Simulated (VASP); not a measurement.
# Co (P6/mmm) in VASP: single point with PBE

Aim: the single point of Co with PBE.

Program: VASP 6.6.1. These are calculated values, not measurements. Logs are shortened: lines on timing, memory, paths and dates and some standing lists are left out, and cuts for length are marked.

## 1. The cell of the first run

It takes space group P6/mmm (No. 191, hexagonal). Conventional cell: a = 3.846 Å, b = 3.846 Å, c = 2.358 Å, α = 90.00°, β = 90.00°, γ = 120.00°. Co (site symmetry 6/mmm) has 14 Co at 2.36 to 2.51 Å within 3.1 Å. Co (site symmetry -6m2) has 11 Co at 2.22 to 2.51 Å within 2.9 Å.

This isn't the form of Co at room conditions, which is hcp.

## 2. Single point, PBE, collinear spin, ferromagnetic start

INCAR

```
  ALGO = Normal
  EDIFF = 1E-6
  ENCUT = 520
  GGA = PE
  ISIF = 2
  ISMEAR = -1
  ISPIN = 2
  LASPH = True
  LCHARG = True
  LELF = True
  LMAXMIX = 4
  LORBIT = 11
  LREAL = False
  LVHAR = True
  LWAVE = False
  MAGMOM = 1.7 1.7 1.7
  NBANDS = 24
  NELM = 150
  PREC = Accurate
  SIGMA = 0.1
```

KPOINTS

```
k-points
0
Gamma
  10 10 13
```

POSCAR

```
Co
1.0
    3.8457426268      0.0000000000      0.0000000000
   -1.9228713134      3.3305108112      0.0000000000
    0.0000000000      0.0000000000      2.3582058384
Co
3
Direct
    0.0000000000      0.0000000000      0.0000000000
    0.3333333333      0.6666666667      0.5000000000
    0.6666666667      0.3333333333      0.5000000000
```

Potentials or basis: VASP PAW PBE potentials, release 64 (Co).

Launch:

```bash
cat potpaw_PBE.64/Co/POTCAR > POTCAR
mpirun -np 1 vasp_std > vasp.out
```

OUTCAR:

```text
EDIFF = 1E-6
   ENCUT = 520
   GGA = PE
   ISIF = 2
   ISMEAR = -1
   ISPIN = 2
   LASPH = True
   LORBIT = 11
   LREAL = False
   NELM = 150
   PREC = Accurate

 ion  position               nearest neighbor table
   1  0.000  0.000  0.000-   2 2.51   3 2.51   2 2.51   3 2.51   2 2.51   2 2.51   3 2.51   3 2.51
                             3 2.51   3 2.51   2 2.51   2 2.51
   2  0.333  0.667  0.500-   3 2.22   3 2.22   3 2.22   1 2.51   1 2.51   1 2.51   1 2.51   1 2.51
                             1 2.51
   3  0.667  0.333  0.500-   2 2.22   2 2.22   2 2.22   1 2.51   1 2.51   1 2.51   1 2.51   1 2.51
                             1 2.51

  LATTYP: Found a hexagonal cell.
 ALAT       =     3.8457426268
 C/A-ratio  =     0.6131990794

  Lattice vectors:

 A1 = (   3.8457426268,   0.0000000000,   0.0000000000)
 A2 = (  -1.9228713134,   3.3305108112,   0.0000000000)
 A3 = (   0.0000000000,   0.0000000000,   2.3582058384)

Analysis of symmetry for initial positions (statically):
=====================================================================
 Subroutine PRICEL returns:
 Original cell was already a primitive cell.

 Routine SETGRP: Setting up the symmetry group for a
 hexagonal supercell.

 Subroutine GETGRP returns: Found 24 space group operations
 (whereof 24 operations were pure point group operations)
 out of a pool of 24 trial point group operations.

The static configuration has the point symmetry D_6h.

Analysis of symmetry for dynamics (positions and initial velocities):
=====================================================================
 Subroutine PRICEL returns:
 Original cell was already a primitive cell.

 Routine SETGRP: Setting up the symmetry group for a
 hexagonal supercell.

 Subroutine GETGRP returns: Found 24 space group operations
 (whereof 24 operations were pure point group operations)
 out of a pool of 24 trial point group operations.

The dynamic configuration has the point symmetry D_6h.

Analysis of structural, dynamic, and magnetic symmetry:
=====================================================================
 Subroutine PRICEL returns:
 Original cell was already a primitive cell.

 Routine SETGRP: Setting up the symmetry group for a
 hexagonal supercell.

 Subroutine GETGRP returns: Found 24 space group operations
 (whereof 24 operations were pure point group operations)
 out of a pool of 24 trial point group operations.

The overall configuration has the point symmetry D_6h.

 Subroutine INISYM returns: Found 24 space group operations
 (whereof 24 operations are pure point group operations),
 and found     1 'primitive' translations

----------------------------------------------------------------------------------------

                                     Primitive cell

  volume of cell :      30.2046

  direct lattice vectors                    reciprocal lattice vectors
     3.845742627  0.000000000  0.000000000     0.260027801  0.150127121  0.000000000
    -1.922871313  3.330510811  0.000000000     0.000000000  0.300254242  0.000000000
     0.000000000  0.000000000  2.358205838     0.000000000  0.000000000  0.424051193

  length of vectors
     3.845742627  3.845742627  2.358205838     0.300254242  0.300254242  0.424051193

  position of ions in fractional coordinates (direct lattice)
     0.000000000  0.000000000  0.000000000
     0.333333333  0.666666667  0.500000000
     0.666666667  0.333333333  0.500000000

  ion indices of the primitive-cell ions
   primitive index   ion index
                 1           1
                 2           2
                 3           3

----------------------------------------------------------------------------------------

 KPOINTS: k-points

Automatic generation of k-mesh.
 Grid dimensions read from file:
 generate k-points for:   10   10   13

 Generating k-lattice:

  Cartesian coordinates                     Fractional coordinates (reciprocal lattice)
     0.026002780  0.015012712  0.000000000     0.100000000 -0.000000000  0.000000000
     0.000000000  0.030025424  0.000000000     0.000000000  0.100000000  0.000000000
     0.000000000  0.000000000  0.032619323     0.000000000  0.000000000  0.076923077

  Length of vectors
     0.030025424  0.030025424  0.032619323

  Shift w.r.t. Gamma in fractional coordinates (k-lattice)
     0.000000000  0.000000000  0.000000000

 Subroutine IBZKPT returns following result:
 ===========================================

 Found     98 irreducible k-points:

 Following reciprocal coordinates:
            Coordinates               Weight
  0.000000  0.000000  0.000000      1.000000
  0.100000  0.000000  0.000000      6.000000
  0.200000  0.000000  0.000000      6.000000
  0.300000  0.000000  0.000000      6.000000
  0.400000  0.000000  0.000000      6.000000
  0.500000  0.000000  0.000000      3.000000
[... 16 lines left out ...]
  0.300000  0.100000  0.076923     24.000000
  0.400000  0.100000  0.076923     24.000000
 [... further k-points ...]
   k-points           NKPTS =     98   k-points in BZ     NKDIM =     98   number of bands    NBANDS=     24
   number of dos      NEDOS =    301   number of ions     NIONS =      3
   total plane-waves  NPLWV =  16200
   dimension x,y,z NGX =    30 NGY =   30 NGZ =   18
   dimension x,y,z NGXF=    60 NGYF=   60 NGZF=   36
   ions per type =               3
   NGX,Y,Z   is equivalent  to a cutoff of  12.97, 12.97, 12.69 a.u.
   NGXF,Y,Z  is equivalent  to a cutoff of  25.94, 25.94, 25.38 a.u.
 SYSTEM =  unknown system
   PREC   = accura    normal or accurate (medium, high low for compatibility)
   ISTART =      0    job   : 0-new  1-cont  2-samecut
   ICHARG =      2    charge: 1-file 2-atom 10-const
   ISPIN  =      2    spin polarized calculation?
   LNONCOLLINEAR =      F non collinear calculations
   LSORBIT =      F    spin-orbit coupling
   LASPH  =      T    aspherical Exc in radial PAW
   ENCUT  =  520.0 eV  38.22 Ry    6.18 a.u.   7.15  7.15  4.38*2*pi/ulx,y,z
   NELM   =    150;   NELMIN=  2; NELMDL= -5     # of ELM steps
   EDIFF  = 0.1E-05   stopping-criterion for ELM
   LREAL  =      F    real-space projection
   EDIFFG = 0.1E-04   stopping-criterion for IOM
   NSW    =      0    number of steps for IOM
   IBRION =     -1    ionic relax: 0-MD 1-quasi-New 2-CG
   NFREE  =      0    steps in history (QN), initial steepest desc. (CG)
   ISIF   =      2    stress and relaxation
   ISYM   =      2    0-nonsym 1-usesym 2-fastsym
   POTIM  = 0.5000    time-step for ionic-motion
   TEBEG  =    0.0;   TEEND  =   0.0 temperature during run
   PSTRESS=    0.0 pullay stress
   NELECT =      27.0000    total number of electrons
   NUPDOWN=      -1.0000    fix difference up-down
   EMIN   =  10.00;   EMAX   =-10.00  energy-range for DOS
   EFERMI =   0.00;   METHOD = LEGACY
   ISMEAR =    -1;   SIGMA  =   0.10  broadening in eV -4-tet -1-fermi 0-gaus
   EFERMI_NEDOS =   21; number of points for ismear=-14 and -15
   IALGO  =     38    algorithm
   IMIX   =      4    mixing-type and parameters
     AMIX     =   0.40;   BMIX     =  1.00
     AMIX_MAG =   1.60;   BMIX_MAG =  1.00
  volume/ion in A,a.u.               =      10.07        67.94
  Fermi-wavevector in a.u.,A,eV,Ry     =   1.577025  2.980145 33.837783  2.487007
  Thomas-Fermi vector in A             =   2.677769
   LORBIT       =     11    0 simple, 1 ext, 2 COOP (PROOUT), +10 PAW based schemes
   GGA     = PE    functional components
   LHFCALC =     F    Hartree Fock is set to
   AEXX    =    0.0000 exact exchange contribution
   IVDW    =     0    specifies the selected vdW correction
   LEPSILON=     F    determine dielectric tensor
   LRPA    =     F    only Hartree local field effects (RPA)
 spin polarized calculation
  energy-cutoff  :      520.00
  volume of cell :       30.20
 maximum number of plane-waves:       826
 NGX is ok and might be reduce to    30
   NGX = 15   NGY = 15   NGZ =  9

 number of electron      26.9999976 magnetization       4.7222603

 Free energy of the ion-electron system (eV)
  ---------------------------------------------------
  ext. energy  EPLUGINS =         0.00000000
  ---------------------------------------------------
  free energy    TOTEN  =       -20.71890453 eV

  energy without entropy =      -20.63992430  energy(sigma->0) =      -20.67941441

 E-fermi :  11.4827     XC(G=0): -13.8407

 val. band max:       11.4818285636   @ k =   0.3000   0.1000   0.0769
 cond. band min:      11.4835402635   @ k =   0.3000   0.3000   0.1538
 fundamental gap:      0.0017116999
 Fermi energy:        11.4827142059

 spin component 1

 k-point     1 :       0.0000    0.0000    0.0000
  band No.  band energies     occupation
      1       2.0068      1.00000
      2       6.3626      1.00000
      3       7.7737      1.00000
      4       7.7737      1.00000
      5       7.8157      1.00000
      6       7.8157      1.00000
[... 16 lines left out ...]
     23      28.5668      0.00000
     24      35.8079      0.00000

 k-point     2 :       0.1000    0.0000    0.0000
  band No.  band energies     occupation
      1       2.1561      1.00000
      2       6.3898      1.00000
      3       7.3604      1.00000
      4       7.5431      1.00000
      5       7.8258      1.00000
      6       8.1767      1.00000
[... 16 lines left out ...]
     23      28.7963      0.00000
     24      35.8286      0.00000

 k-point     3 :       0.2000    0.0000    0.0000
  band No.  band energies     occupation
      1       2.5944      1.00000
      2       6.3982      1.00000
      3       6.9444      1.00000
      4       7.4310      1.00000
      5       7.5398      1.00000
      6       8.2007      1.00000
[... 16 lines left out ...]
     23      29.4646      0.00000
     24      34.9371      0.00000
[... 514 lines left out ...]
 k-point    23 :       0.3000    0.1000    0.0769
  band No.  band energies     occupation
      1       3.9577      1.00000
      2       6.0945      1.00000
      3       6.4880      1.00000
      4       7.2770      1.00000
      5       7.6438      1.00000
      6       8.0931      1.00000
[... 16 lines left out ...]
     23      29.7542      0.00000
     24      30.7567      0.00000

 k-point    24 :       0.4000    0.1000    0.0769
  band No.  band energies     occupation
      1       4.8559      1.00000
      2       5.7068      1.00000
      3       6.0413      1.00000
      4       7.5403      1.00000
      5       7.6169      1.00000
      6       7.8454      1.00000
[... 16 lines left out ...]
     23      30.7065      0.00000
     24      31.2424      0.00000

 [... further k-points ...]

 spin component 2

 k-point     1 :       0.0000    0.0000    0.0000
  band No.  band energies     occupation
      1       2.0446      1.00000
      2       7.4696      1.00000
      3       8.8586      1.00000
      4       8.8586      1.00000
      5       8.8842      1.00000
      6       8.8842      1.00000
[... 16 lines left out ...]
     23      28.7735      0.00000
     24      36.1780      0.00000

 k-point     2 :       0.1000    0.0000    0.0000
  band No.  band energies     occupation
      1       2.1944      1.00000
      2       7.4808      1.00000
      3       8.4489      1.00000
      4       8.6762      1.00000
      5       8.8461      1.00000
      6       9.2188      1.00000
[... 16 lines left out ...]
     23      29.0153      0.00000
     24      36.1928      0.00000

 k-point     3 :       0.2000    0.0000    0.0000
  band No.  band energies     occupation
      1       2.6358      1.00000
      2       7.4089      1.00000
      3       7.9964      1.00000
      4       8.4983      1.00000
      5       8.6237      1.00000
      6       9.4724      1.00000
[... 16 lines left out ...]
     23      29.7154      0.00000
     24      34.8864      0.00000
[... 514 lines left out ...]
 k-point    23 :       0.3000    0.1000    0.0769
  band No.  band energies     occupation
      1       4.0311      1.00000
      2       6.8680      1.00000
      3       7.1956      1.00000
      4       8.5195      1.00000
      5       8.8745      1.00000
      6       9.3745      1.00000
[... 16 lines left out ...]
     23      30.0903      0.00000
     24      30.9963      0.00000

 k-point    24 :       0.4000    0.1000    0.0769
  band No.  band energies     occupation
      1       4.9983      1.00000
      2       6.0242      1.00000
      3       6.9101      1.00000
      4       8.8043      1.00000
      5       8.9380      1.00000
      6       9.1484      1.00000
[... 16 lines left out ...]
     23      31.0374      0.00000
     24      31.4696      0.00000

 [... further k-points ...]
[... 5 lines left out ...]
  --------------------------------------------------------------------------------------
  -------------------------------------------------------------------------------------
  Total        4.2735179      4.2735179      4.3097433      0.0000000      0.0000000      0.0000000
  in kB      226.6852866    226.6852866    228.6068359      0.0000000      0.0000000      0.0000000
  external PRESSURE =     227.3258031 kB  Pullay stress =       0.0000000 kB

 VOLUME and BASIS-vectors are now :
 -----------------------------------------------------------------------------
  energy-cutoff  :      520.00
  volume of cell :       30.20
      direct lattice vectors                 reciprocal lattice vectors
     3.845742627  0.000000000  0.000000000     0.260027801  0.150127121  0.000000000
    -1.922871313  3.330510811  0.000000000     0.000000000  0.300254242  0.000000000
     0.000000000  0.000000000  2.358205838     0.000000000  0.000000000  0.424051193

 POSITION                                       TOTAL-FORCE (eV/Angst)
 -----------------------------------------------------------------------------------
      0.00000      0.00000      0.00000        -0.000000      0.000000      0.000000
     -0.00000      2.22034      1.17910        -0.000000      0.000000      0.000000
      1.92287      1.11017      1.17910         0.000000     -0.000000      0.000000
 -----------------------------------------------------------------------------------
    total drift:                               -0.000000      0.000000      0.000000

  FREE ENERGIE OF THE ION-ELECTRON SYSTEM (eV)
  ---------------------------------------------------
  free  energy   TOTEN  =       -20.7189045312 eV

  energy  without entropy=      -20.6399242985  energy(sigma->0) =      -20.67941441

 total charge

# of ion       s       p       d       tot
------------------------------------------
    1        0.503   0.573   7.308   8.383
    2        0.538   0.602   7.344   8.484
    3        0.538   0.602   7.344   8.484
--------------------------------------------------
tot          1.578   1.778  21.995  25.351

 magnetization (x)

# of ion       s       p       d       tot
------------------------------------------
    1       -0.009  -0.053   1.611   1.550
    2       -0.010  -0.045   1.646   1.590
    3       -0.010  -0.045   1.646   1.590
--------------------------------------------------
tot         -0.030  -0.143   4.902   4.730
```

Wall time 3.6 min (1 thread of Intel Xeon 8259CL, shared host); peak memory 0.23 GiB.

What came out:

| Property | Result |
| --- | --- |
| Free energy | -20.7189 eV |
| Pressure | 22.7 GPa |
| Net moment | 4.72 μB per cell |
| Site moments | Co +1.55, +1.59 (each value once) μB |
| Valence electrons inside the program's atomic spheres | Co 8.38, 8.48 (each value once) |

Caveat: the cell stands under pressure.
